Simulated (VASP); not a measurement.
# C in VASP: relaxation of the atoms with PBE+D3(BJ)

Aim: the relaxation of the atoms of C with PBE+D3(BJ).

All numbers are computed with VASP 6.6.1; they aren't measurements. Logs are shortened: lines on timing, memory, paths and dates and some standing lists are left out, and cuts for length are marked.

## 1. The cell of the first run

The cell holds a slab with vacuum, 4 atoms: a = 2.466 Å, b = 2.466 Å, c = 32.600 Å, α = 90.00°, β = 90.00°, γ = 60.00°.

## 2. Relaxation of the atoms, PBE+D3(BJ)

Input file INCAR:

```
PREC = Accurate ; ENCUT = 520
EDIFF = 1E-6 ; ISMEAR = 0
SIGMA = 0.1 ; LREAL = False
LASPH = True ; NELM = 60
ALGO = Normal ; ISIF = 2
LWAVE = False ; LCHARG = False
LDIPOL = True ; IDIPOL = 3
DIPOL = 0.5 0.5 0.500 ; GGA = PE
IVDW = 12 ; IBRION = 2
NSW = 70 ; EDIFFG = -0.01
```

Input file KPOINTS:

```
regular mesh
0
Gamma
  21 21 1
```

Input file POSCAR:

```
C
1.0
    2.4656963732     -0.0000077612      0.0000000000
    1.2328554421      2.1353515083      0.0000000000
    0.0000000000      0.0000000000     32.6000552997
C
4
Selective dynamics
Direct
    0.1656234911      0.1656234911      0.4493865889  F F T
    0.4989568501      0.4989568501      0.4493861648  T T T
    0.1656234911      0.1656234911      0.5506138352  F F T
    0.4989568501      0.4989568501      0.5506134111  T T T
```

Potentials or basis: VASP PAW PBE potentials, release 64 (C).

On the command line:

```bash
$ cat potpaw_PBE.64/C/POTCAR > POTCAR
$ mpirun -np 1 vasp_std > vasp.out
```

OUTCAR:

```text
PREC = Accurate
   ENCUT = 520
   EDIFF = 1E-6
   ISMEAR = 0
   LREAL = False
   LASPH = True
   NELM = 60
   ISIF = 2
   GGA = PE
   IVDW = 12
   IBRION = 2
   NSW = 70
   EDIFFG = -0.01
 IVDW          = 12

 ion  position               nearest neighbor table
   1  0.166  0.166  0.449-   2 1.42   2 1.42   2 1.42
   2  0.499  0.499  0.449-   1 1.42   1 1.42   1 1.42
   3  0.166  0.166  0.551-   4 1.42   4 1.42   4 1.42
   4  0.499  0.499  0.551-   3 1.42   3 1.42   3 1.42

  LATTYP: Found a hexagonal cell.
 ALAT       =     2.4656963733
 C/A-ratio  =    13.2214394494

  Lattice vectors:

 A1 = (  -1.2328554421,  -2.1353515083,   0.0000000000)
 A2 = (   2.4656963732,  -0.0000077612,   0.0000000000)
 A3 = (   0.0000000000,   0.0000000000,  32.6000552997)

Analysis of symmetry for initial positions (statically):
=====================================================================
 Subroutine PRICEL returns:
 Original cell was already a primitive cell.

 Routine SETGRP: Setting up the symmetry group for a
 hexagonal supercell.

 Subroutine GETGRP returns: Found 24 space group operations
 (whereof  4 operations were pure point group operations)
 out of a pool of 24 trial point group operations.

The static configuration has the point symmetry C_2v.
 The point group associated with its full space group is D_6h.

Analysis of symmetry for dynamics (positions and initial velocities):
=====================================================================
 Subroutine PRICEL returns:
 Original cell was already a primitive cell.

 Routine SETGRP: Setting up the symmetry group for a
 hexagonal supercell.

 Subroutine GETGRP returns: Found 24 space group operations
 (whereof  4 operations were pure point group operations)
 out of a pool of 24 trial point group operations.

The dynamic configuration has the point symmetry C_2v.
 The point group associated with its full space group is D_6h.

Analysis of constrained symmetry for selective dynamics:
=====================================================================
 Subroutine PRICEL returns:
 Original cell was already a primitive cell.

 Routine SETGRP: Setting up the symmetry group for a
 hexagonal supercell.

 Subroutine GETGRP returns: Found 24 space group operations
 (whereof  4 operations were pure point group operations)
 out of a pool of 24 trial point group operations.

The constrained configuration has the point symmetry C_2v.
 The point group associated with its full space group is D_6h.

 Subroutine INISYM returns: Found 24 space group operations
 (whereof  4 operations are pure point group operations),
 and found     1 'primitive' translations

----------------------------------------------------------------------------------------

                                     Primitive cell

  volume of cell :     171.6438

  direct lattice vectors                    reciprocal lattice vectors
     2.465696373 -0.000007761  0.000000000     0.405564202 -0.234154439  0.000000000
     1.232855442  2.135351508  0.000000000     0.000001474  0.468306121  0.000000000
     0.000000000  0.000000000 32.600055300     0.000000000  0.000000000  0.030674795

  length of vectors
     2.465696373  2.465696373 32.600055300     0.468306121  0.468306121  0.030674795

  position of ions in fractional coordinates (direct lattice)
     0.165623491  0.165623491  0.449386589
     0.498956850  0.498956850  0.449386165
     0.165623491  0.165623491  0.550613835
     0.498956850  0.498956850  0.550613411

  ion indices of the primitive-cell ions
   primitive index   ion index
                 1           1
                 2           2
                 3           3
                 4           4

----------------------------------------------------------------------------------------

 KPOINTS: regular mesh

Automatic generation of k-mesh.
 Grid dimensions read from file:
 generate k-points for:   21   21    1

 Generating k-lattice:

  Cartesian coordinates                     Fractional coordinates (reciprocal lattice)
     0.019312581 -0.011150211  0.000000000     0.047619048 -0.000000000  0.000000000
     0.000000070  0.022300291  0.000000000     0.000000000  0.047619048  0.000000000
     0.000000000  0.000000000  0.030674795     0.000000000  0.000000000  1.000000000

  Length of vectors
     0.022300291  0.022300291  0.030674795

  Shift w.r.t. Gamma in fractional coordinates (k-lattice)
     0.000000000  0.000000000  0.000000000

 Subroutine IBZKPT returns following result:
 ===========================================

 Found     48 irreducible k-points:

 Following reciprocal coordinates:
            Coordinates               Weight
  0.000000  0.000000  0.000000      1.000000
  0.047619 -0.000000  0.000000      6.000000
  0.095238 -0.000000  0.000000      6.000000
  0.142857  0.000000  0.000000      6.000000
  0.190476 -0.000000  0.000000      6.000000
  0.238095 -0.000000  0.000000      6.000000
[... 16 lines left out ...]
  0.238095  0.095238  0.000000     12.000000
  0.285714  0.095238  0.000000     12.000000
 [... further k-points ...]
   k-points           NKPTS =     48   k-points in BZ     NKDIM =     48   number of bands    NBANDS=     12
   number of dos      NEDOS =    301   number of ions     NIONS =      4
   total plane-waves  NPLWV =  81000
   dimension x,y,z NGX =    18 NGY =   18 NGZ =  250
   dimension x,y,z NGXF=    36 NGYF=   36 NGZF=  500
   ions per type =               4
   NGX,Y,Z   is equivalent  to a cutoff of  12.14, 12.14, 12.75 a.u.
   NGXF,Y,Z  is equivalent  to a cutoff of  24.27, 24.27, 25.50 a.u.
 SYSTEM =  unknown system
   PREC   = accura    normal or accurate (medium, high low for compatibility)
   ISTART =      0    job   : 0-new  1-cont  2-samecut
   ICHARG =      2    charge: 1-file 2-atom 10-const
   ISPIN  =      1    spin polarized calculation?
   LNONCOLLINEAR =      F non collinear calculations
   LSORBIT =      F    spin-orbit coupling
   LASPH  =      T    aspherical Exc in radial PAW
   ENCUT  =  520.0 eV  38.22 Ry    6.18 a.u.   4.58  4.58 60.61*2*pi/ulx,y,z
   NELM   =     60;   NELMIN=  2; NELMDL= -5     # of ELM steps
   EDIFF  = 0.1E-05   stopping-criterion for ELM
   LREAL  =      F    real-space projection
   EDIFFG = -.1E-01   stopping-criterion for IOM
   NSW    =     70    number of steps for IOM
   IBRION =      2    ionic relax: 0-MD 1-quasi-New 2-CG
   NFREE  =      1    steps in history (QN), initial steepest desc. (CG)
   ISIF   =      2    stress and relaxation
   ISYM   =      2    0-nonsym 1-usesym 2-fastsym
   POTIM  = 0.5000    time-step for ionic-motion
   TEBEG  =    0.0;   TEEND  =   0.0 temperature during run
   PSTRESS=    0.0 pullay stress
   NELECT =      16.0000    total number of electrons
   NUPDOWN=      -1.0000    fix difference up-down
   EMIN   =  10.00;   EMAX   =-10.00  energy-range for DOS
   EFERMI =   0.00;   METHOD = LEGACY
   ISMEAR =     0;   SIGMA  =   0.10  broadening in eV -4-tet -1-fermi 0-gaus
   EFERMI_NEDOS =   21; number of points for ismear=-14 and -15
   IALGO  =     38    algorithm
   IMIX   =      4    mixing-type and parameters
     AMIX     =   0.40;   BMIX     =  1.00
     AMIX_MAG =   1.60;   BMIX_MAG =  1.00
  volume/ion in A,a.u.               =      42.91       289.58
  Fermi-wavevector in a.u.,A,eV,Ry     =   0.742287  1.402720  7.496683  0.550991
  Thomas-Fermi vector in A             =   1.837130
   LORBIT       =      0    0 simple, 1 ext, 2 COOP (PROOUT), +10 PAW based schemes
   GGA     = PE    functional components
   LHFCALC =     F    Hartree Fock is set to
   AEXX    =    0.0000 exact exchange contribution
   IVDW    =    12    specifies the selected vdW correction
   LEPSILON=     F    determine dielectric tensor
   LRPA    =     F    only Hartree local field effects (RPA)
 conjugate gradient relaxation of ions
 non-spin polarized calculation
 Gauss-broadening in eV      SIGMA  =   0.10
  energy-cutoff  :      520.00
  volume of cell :      171.64
 maximum number of plane-waves:      4686
   NGX =  9   NGY =  9   NGZ =121

--------------------------------------- Ionic step        1  -------------------------------------------

 number of electron      15.9999996 magnetization

 Free energy of the ion-electron system (eV)
  ---------------------------------------------------
  ext. energy  EPLUGINS =         0.00000000
  ---------------------------------------------------
  free energy    TOTEN  =       -36.83799203 eV

  energy without entropy =      -36.83799203  energy(sigma->0) =      -36.83799203

------------------------ aborting loop because EDIFF is reached ----------------------------------------

 Edisp (eV)   -0.48408

 E8    (eV) :    -0.1452

  FORCE on cell =-STRESS in cart. coord.  units (eV):
  Direction    XX          YY          ZZ          XY          YZ          ZX
  --------------------------------------------------------------------------------------
  -------------------------------------------------------------------------------------
  Total       0.02635     0.02635     0.46442     0.00000    -0.00000     0.00000
  in kB       0.24598     0.24598     4.33503     0.00000    -0.00000     0.00000
  external pressure =        1.61 kB  Pullay stress =        0.00 kB
[... 191 lines left out ...]
  energy  without entropy=      -37.3367565942  energy(sigma->0) =      -37.33675677

--------------------------------------- Ionic step        6  -------------------------------------------

 number of electron      15.9999995 magnetization

 dipolmoment           0.000000      0.000000      0.000036 electrons x Angstroem

 Free energy of the ion-electron system (eV)
  ---------------------------------------------------
  ext. energy  EPLUGINS =         0.00000000
  ---------------------------------------------------
  free energy    TOTEN  =       -36.88607220 eV

  energy without entropy =      -36.88605904  energy(sigma->0) =      -36.88606562

 E-fermi :  -2.4147     XC(G=0):  -2.4432

 val. band max:       -2.6233126693   @ k =  -0.3333   0.3333   0.0000
 cond. band min:      -2.2060233756   @ k =  -0.3333   0.3333   0.0000
 fundamental gap:      0.4172892938
 Fermi energy:        -2.4146680097

 k-point     1 :       0.0000    0.0000    0.0000
  band No.  band energies     occupation
      1     -21.9766      2.00000
      2     -21.8961      2.00000
      3     -10.3538      2.00000
      4      -9.7046      2.00000
      5      -5.4582      2.00000
      6      -5.4582      2.00000
      7      -5.4502      2.00000
      8      -5.4502      2.00000
      9       0.9555      0.00000
     10       1.3464      0.00000
     11       1.8626      0.00000
     12       2.0999      0.00000
[... 331 lines left out ...]
 k-point    24 :       0.2857    0.0952    0.0000
  band No.  band energies     occupation
      1     -20.4841      2.00000
      2     -20.4113      2.00000
      3      -9.5991      2.00000
      4      -9.5747      2.00000
      5      -8.5785      2.00000
      6      -7.9712      2.00000
      7      -7.9395      2.00000
      8      -7.9242      2.00000
      9       2.9664      0.00000
     10       3.3852      0.00000
     11       3.9514      0.00000
     12       4.1822      0.00000

 [... further k-points ...]

------------------------ aborting loop because EDIFF is reached ----------------------------------------

 vacuum level on the upper side and lower side of the slab       (xc-potential included)        -0.010        -0.012

 Edisp (eV)   -0.45369

 E8    (eV) :    -0.1349

  FORCE on cell =-STRESS in cart. coord.  units (eV):
  Direction    XX          YY          ZZ          XY          YZ          ZX
  --------------------------------------------------------------------------------------
  -------------------------------------------------------------------------------------
  Total       0.10268     0.10268    -0.04927     0.00000    -0.00000    -0.00000
  in kB       0.95843     0.95843    -0.45987     0.00000    -0.00000    -0.00000
  external pressure =        0.49 kB  Pullay stress =        0.00 kB
[... 19 lines left out ...]
  FREE ENERGIE OF THE ION-ELECTRON SYSTEM (eV)
  ---------------------------------------------------
  free  energy   TOTEN  =       -37.3397635594 eV

  energy  without entropy=      -37.3397503944  energy(sigma->0) =      -37.33975698

 reached required accuracy - stopping structural energy minimisation

 vacuum level on the upper side and lower side of the slab         1.839         1.838
```

It took 3.3 min on 1 thread of Oxide Virtual Turin-like, shared host; peak memory 0.28 GiB.

Results:

```
Free energy                : -37.3398 eV
Energy gained by relaxing  : 4.4 meV/atom
Ionic steps                : 6
Dispersion energy per atom : -0.113 eV
```

Step by step:
| step | energy change (eV) | largest force on free atoms (eV/Å) | pressure (GPa) |
| --- | --- | --- | --- |
| 1 | 0.0000 | 0.0738 | 0.16 |
| 2 | -0.0010 | 0.0702 | 0.16 |
| 3 | -0.0039 | 0.0622 | 0.15 |
| 4 | -0.0086 | 0.0478 | 0.12 |
| 5 | -0.0147 | 0.0248 | 0.09 |
| 6 | -0.0177 | 0.0039 | 0.05 |

Final structure:
```yaml
crystal:
  lattice:
    - [2.46570, -0.00001, 0.00000]
    - [1.23286, 2.13535, 0.00000]
    - [0.00000, 0.00000, 32.60006]
  atoms:
    - { symbol: C, position: [0.16562, 0.16562, 0.44437] }
    - { symbol: C, position: [0.49896, 0.49896, 0.44437] }
    - { symbol: C, position: [0.16562, 0.16562, 0.55563] }
    - { symbol: C, position: [0.49896, 0.49896, 0.55563] }
```
